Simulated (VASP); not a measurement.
# TlSnCl3 (Pm-3m) in VASP: notebook, part 2 of 2

VASP 6.6.1.

## Step 3: Relaxation of cell and atoms, PBEsol

This run uses another cell than the first one, of 34.69 Å³/atom.

Input file INCAR:

```
SYSTEM = TlSnCl3
PREC = Accurate
ENCUT = 600
EDIFF = 1E-6
ISMEAR = -1
SIGMA = 0.02
LREAL = .False.
LASPH = .True.
NELM = 80
ALGO = Normal
ISIF = 3
LWAVE = .False.
LCHARG = .False.
GGA = PS
IBRION = 2
NSW = 80
EDIFFG = -0.005
```

Input file KPOINTS:

```
regular mesh
0
Gamma
  4 4 4
  0 0 0
```

Input file POSCAR:

```
TlSnCl3
1.0
    5.5770921796      0.0000000000      0.0000000000
    0.0000000000      5.5770921796      0.0000000000
    0.0000000000      0.0000000000      5.5770921796
Tl Sn Cl
1 1 3
Direct
    0.0000000000      0.0000000000      0.0000000000
    0.5000000000      0.5000000000      0.5000000000
    0.5000000000      0.5000000000      0.0000000000
    0.5000000000      0.0000000000      0.5000000000
    0.0000000000      0.5000000000      0.5000000000
```

Potentials or basis: VASP PAW PBE potentials, release 64 (Tl_d, Sn_d, Cl).

Launch:

```sh
cat potpaw_PBE.64/Tl_d/POTCAR potpaw_PBE.64/Sn_d/POTCAR potpaw_PBE.64/Cl/POTCAR > POTCAR
mpirun -np 1 vasp_std > vasp.out
```

OUTCAR:

```text
SYSTEM = TlSnCl3
   PREC = Accurate
   ENCUT = 600
   EDIFF = 1E-6
   ISMEAR = -1
   LREAL = .False.
   LASPH = .True.
   NELM = 80
   ISIF = 3
   GGA = PS
   IBRION = 2
   NSW = 80
   EDIFFG = -0.005

 ion  position               nearest neighbor table
   1  0.000  0.000  0.000-
   2  0.500  0.500  0.500-   3 2.79   4 2.79   5 2.79   3 2.79   4 2.79   5 2.79
   3  0.500  0.500  0.000-   2 2.79   2 2.79
   4  0.500  0.000  0.500-   2 2.79   2 2.79
   5  0.000  0.500  0.500-   2 2.79   2 2.79

  LATTYP: Found a simple cubic cell.
 ALAT       =     5.5770921796

  Lattice vectors:

 A1 = (   5.5770921796,   0.0000000000,   0.0000000000)
[... 173 lines left out ...]
  FORCE on cell =-STRESS in cart. coord.  units (eV):
  Direction    XX          YY          ZZ          XY          YZ          ZX
  --------------------------------------------------------------------------------------
  -------------------------------------------------------------------------------------
  Total       -1.4983352     -1.4983352     -1.4983352     -0.0000000      0.0000000     -0.0000000
  in kB      -13.8387255    -13.8387255    -13.8387255     -0.0000000      0.0000000     -0.0000000
  external PRESSURE =     -13.8387255 kB  Pullay stress =       0.0000000 kB
[... 65 lines left out ...]
--------------------------------------- Ionic step        3  -------------------------------------------

 number of electron      48.0000008 magnetization

 Free energy of the ion-electron system (eV)
  ---------------------------------------------------
  ext. energy  EPLUGINS =         0.00000000
  ---------------------------------------------------
  free energy    TOTEN  =       -17.29325643 eV

  energy without entropy =      -17.29325369  energy(sigma->0) =      -17.29325506

 E-fermi :   3.9232     XC(G=0):  -8.2156

 val. band max:        3.7547236873   @ k =   0.5000   0.5000   0.5000
 cond. band min:       4.1136542648   @ k =   0.5000   0.0000   0.0000
 fundamental gap:      0.3589305774
 Fermi energy:         3.9231929772

 k-point     1 :       0.0000    0.0000    0.0000
  band No.  band energies     occupation
      1     -18.5578      2.00000
      2     -18.5578      2.00000
      3     -18.5038      2.00000
      4     -18.5038      2.00000
      5     -18.5038      2.00000
      6     -12.8679      2.00000
[... 331 lines left out ...]
  FREE ENERGIE OF THE ION-ELECTRON SYSTEM (eV)
  ---------------------------------------------------
  free  energy   TOTEN  =       -17.2932564289 eV

  energy  without entropy=      -17.2932536903  energy(sigma->0) =      -17.29325506

 reached required accuracy - stopping structural energy minimisation
```

It took 2 min on 1 thread of AMD EPYC 9R45 (Zen 5), shared host; peak memory 0.34 GiB.

Results:

- Free energy: -17.2933 eV
- Relaxed volume: 32.75 Å³/atom
- Relaxed cell: a = 5.471 Å, b = 5.471 Å, c = 5.471 Å, α = 90.00°, β = 90.00°, γ = 90.00°
- Space group after relaxing (to 0.1 Å): Pm-3m (No. 221)
- Energy gained by relaxing: 8.9 meV/atom
- Ionic steps: 3
- Pressure after relaxing: 0.0 GPa
- Band gap on the k mesh: 0.36 eV (least direct gap 0.50 eV)

The path:
| step | energy change (eV) | largest force (eV/Å) | pressure (GPa) | volume (Å³) |
| --- | --- | --- | --- | --- |
| 1 | 0.0000 | 0.0000 | -1.38 | 173.47 |
| 2 | -0.0415 | 0.0000 | -0.37 | 166.05 |
| 3 | -0.0443 | 0.0000 | -0.01 | 163.77 |

Final structure:
```xyz
5
Lattice="5.4711 0.0000 0.0000 0.0000 5.4711 0.0000 0.0000 0.0000 5.4711" Properties=species:S:1:pos:R:3 pbc="T T T"
Tl    0.0000    0.0000    0.0000
Sn    2.7355    2.7355    2.7355
Cl    2.7355    2.7355    0.0000
Cl    2.7355    0.0000    2.7355
Cl    0.0000    2.7355    2.7355
```

Caveat: the PAW data sets were made with another functional, which shifts forces and pressure a little; spin-orbit coupling is left out, which moves the levels of the heavy elements. A k mesh can miss the band edges.

## Step 4: Relaxation of cell and atoms, LDA

This run uses another cell than the first one, of 34.69 Å³/atom.

INCAR: that of step 3 with these lines changed.

```diff
@@ -8,3 +8,3 @@
 LASPH = .True.
-NELM = 80
+NELM = 60
 ALGO = Normal
@@ -13,3 +13,2 @@
 LCHARG = .False.
-GGA = PS
 IBRION = 2
```

Input file KPOINTS:

```
Automatic mesh
0
Gamma
  4 4 4
  0 0 0
```

POSCAR is that of step 3.

Potentials or basis: VASP PAW LDA potentials, release 64 (Tl_d, Sn_d, Cl).

Launch:

```sh
cat potpaw_LDA.64/Tl_d/POTCAR potpaw_LDA.64/Sn_d/POTCAR potpaw_LDA.64/Cl/POTCAR > POTCAR
mpirun -np 1 vasp_std > vasp.out
```

It took 2 min on 1 thread of AMD EPYC 9R45 (Zen 5), shared host; peak memory 0.27 GiB.

Results (log left out):

```
Free energy                           : -18.3554 eV
Relaxed volume                        : 30.87 Å³/atom
Relaxed cell                          : a = 5.364 Å, b = 5.364 Å, c = 5.364 Å, α = 90.00°, β = 90.00°, γ = 90.00°
Space group after relaxing (to 0.1 Å) : Pm-3m (No. 221)
Energy gained by relaxing             : 33.3 meV/atom
Ionic steps                           : 4
Pressure after relaxing               : 0.0 GPa
Band gap on the k mesh                : zero (bands 24 and 25 overlap by 0.18 eV)
```

Step by step:
```csv
step,energy change (eV),largest force (eV/Å),pressure (GPa),volume (Å³)
1,0.0000,0.0000,-2.65,173.47
2,-0.1529,0.0000,-0.77,159.47
3,-0.1663,0.0000,-0.11,155.06
4,-0.1666,0.0000,0.02,154.36
```

Final structure:
```xyz
5
Lattice="5.3643 0.0000 0.0000 0.0000 5.3643 0.0000 0.0000 0.0000 5.3643" Properties=species:S:1:pos:R:3 pbc="T T T"
Tl    0.0000    0.0000    0.0000
Sn    2.6821    2.6821    2.6821
Cl    2.6821    2.6821    0.0000
Cl    2.6821    0.0000    2.6821
Cl    0.0000    2.6821    2.6821
```

Levels at points of the mesh, in eV from the Fermi level:
```
           k point  band 20  band 21  band 22  band 23  band 24  band 25  band 26  band 27  band 28
(0.00, 0.00, 0.00)    -4.36    -4.36    -4.32    -4.32    -4.32     1.97     1.97     1.97     4.04
(0.50, 0.00, 0.00)    -4.43    -4.33    -4.27    -4.27    -2.51     0.01     1.40     1.40     1.58
(0.50, 0.50, 0.00)    -4.62    -4.55    -4.55    -3.77    -1.12     0.76     0.76     0.88     1.17
(0.50, 0.50, 0.50)    -4.61    -3.77    -3.77    -3.77     0.19     0.32     0.32     0.32     1.70
```

Caveat: spin-orbit coupling is left out, which moves the levels of the heavy elements.

## Step 5: Relaxation of cell and atoms, r2SCAN

This run uses another cell than the first one, of 34.69 Å³/atom.

POSCAR is that of step 4.

Input file INCAR.step1:

```
PREC = Accurate ; ENCUT = 600
ISMEAR = -1 ; SIGMA = 0.02
LREAL = False ; LASPH = True
NELM = 60 ; GGA = PE
ALGO = Normal ; EDIFF = 1E-4
LWAVE = True ; LCHARG = False
```

Input file INCAR.step2:

```
PREC = Accurate ; ENCUT = 600
EDIFF = 1E-6 ; ISMEAR = -1
SIGMA = 0.02 ; LREAL = False
LASPH = True ; NELM = 60
ALGO = Normal ; ISIF = 3
LWAVE = False ; LCHARG = False
METAGGA = R2SCAN ; LMIXTAU = True
IBRION = 2 ; NSW = 80
EDIFFG = -0.005 ; ISTART = 1
```

Input file KPOINTS:

```
regular mesh
0
Gamma
  4 4 4
```

Potentials or basis: VASP PAW PBE potentials, release 64 (Tl_d, Sn_d, Cl).

Launch:

```sh
cat potpaw_PBE.64/Tl_d/POTCAR potpaw_PBE.64/Sn_d/POTCAR potpaw_PBE.64/Cl/POTCAR > POTCAR
cp INCAR.step1 INCAR
mpirun -np 1 vasp_std > vasp.out
cp INCAR.step2 INCAR
mpirun -np 1 vasp_std > vasp.out
```

Wall time 9.2 min (1 thread of AMD EPYC 9R45 (Zen 5), shared host); peak memory 0.37 GiB.

It converged, with:

```
Free energy                           : -101.3939 eV
Relaxed volume                        : 33.61 Å³/atom
Relaxed cell                          : a = 5.518 Å, b = 5.518 Å, c = 5.518 Å, α = 90.00°, β = 90.00°, γ = 90.00°
Space group after relaxing (to 0.1 Å) : Pm-3m (No. 221)
Energy gained by relaxing             : 2.7 meV/atom
Ionic steps                           : 3
Pressure after relaxing               : 0.0 GPa
Band gap on the k mesh                : 0.74 eV (least direct gap 0.93 eV)
```

Step by step:
| step | energy change (eV) | largest force (eV/Å) | pressure (GPa) | volume (Å³) |
| --- | --- | --- | --- | --- |
| 1 | 0.0000 | 0.0000 | -0.78 | 173.47 |
| 2 | -0.0129 | 0.0000 | -0.18 | 169.24 |
| 3 | -0.0135 | 0.0000 | 0.00 | 168.05 |

Final structure:
```
Tl Sn Cl
1.0
     5.51837    0.00000    0.00000
     0.00000    5.51837    0.00000
     0.00000    0.00000    5.51837
Tl Sn Cl
1 1 3
Direct
  0.00000 0.00000 0.00000
  0.50000 0.50000 0.50000
  0.50000 0.50000 0.00000
  0.50000 0.00000 0.50000
  0.00000 0.50000 0.50000
```

Levels at points of the mesh, in eV from the valence-band top:
```tsv
k point	band 20	band 21	band 22	band 23	band 24	band 25	band 26	band 27	band 28
(0.00, 0.00, 0.00)	-4.18	-4.18	-4.16	-4.16	-4.16	2.42	2.42	2.42	4.88
(0.50, 0.00, 0.00)	-4.24	-4.23	-4.12	-4.12	-2.50	0.74	1.96	1.96	1.99
(0.50, 0.50, 0.00)	-4.50	-4.34	-4.34	-3.69	-1.20	1.26	1.26	1.55	1.74
(0.50, 0.50, 0.50)	-4.49	-3.69	-3.69	-3.69	0.00	0.93	0.93	0.93	2.13
```

Caveat: the PAW data sets were made with another functional, which shifts forces and pressure a little; spin-orbit coupling is left out, which moves the levels of the heavy elements. A k mesh can miss the band edges.

## Step 6: Overview

| task | level | potentials or basis | cell | k mesh | cutoff (eV) | smearing | gap on the mesh (eV) | pressure (GPa) | relaxed volume (Å³/atom) |
| --- | --- | --- | --- | --- | --- | --- | --- | --- | --- |
| single point | LDA | VASP PAW LDA potentials, release 64 (Tl_d, Sn_d, Cl) | a = 5.517 Å, 5 atoms | 6 × 6 × 6 | 520 | gaussian 0.01 eV | 0.45 | -2.2 | - |
| relaxation of cell and atoms | PBEsol | VASP PAW PBE potentials, release 64 (Tl_d, Sn_d, Cl) | relaxed from a = 5.577 Å, 5 atoms | 4 × 4 × 4 | 600 | fermi-dirac 0.02 eV | 0.36 | 0.0 | 32.75 |
| relaxation of cell and atoms | LDA | VASP PAW LDA potentials, release 64 (Tl_d, Sn_d, Cl) | relaxed from a = 5.577 Å, 5 atoms | 4 × 4 × 4 | 600 | fermi-dirac 0.02 eV | none | 0.0 | 30.87 |
| relaxation of cell and atoms | r2SCAN | VASP PAW PBE potentials, release 64 (Tl_d, Sn_d, Cl) | relaxed from a = 5.577 Å, 5 atoms | 4 × 4 × 4 | 600 | fermi-dirac 0.02 eV | 0.74 | 0.0 | 33.61 |

Alike in all rows: no spin polarisation.

Caveats: spin-orbit coupling is left out, which moves the levels of the heavy elements; the PAW data sets were made with another functional, which shifts forces and pressure a little (at least some runs).

Total energies depend on the potentials used, so only differences within one code and one set of settings carry meaning.

The gap in the log of VASP goes by the Fermi energy; the results here count the filled bands.